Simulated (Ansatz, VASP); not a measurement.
Two plane-wave programs on TiC

```xyz
2
Lattice="0.0000 2.1593 2.1593 2.1593 0.0000 2.1593 2.1593 2.1593 0.0000" Properties=species:S:1:pos:R:3 pbc="T T T"
Ti    0.0000    0.0000    0.0000
C     2.1593    2.1593    2.1593
```

Alike in both runs: task single point; functional PBE; k mesh 4 × 4 × 4; occupations fermi-dirac, width 0.05 eV; no spin polarisation.

```csv
,VASP,Ansatz
version,VASP 6.6.1,Ansatz 0.2.0
potentials or method,"VASP PAW PBE potentials, release 64 (Ti_sv, C), cutoff 600 eV","plane waves, PAW"
valence electrons in the cell,16,16
```

|  | VASP | Ansatz | Ansatz less VASP |
| --- | --- | --- | --- |
| pressure (GPa) | 1.8 | 1.7 | -0.07 |

The k mesh is coarse, so the values compare programs but aren't converged.
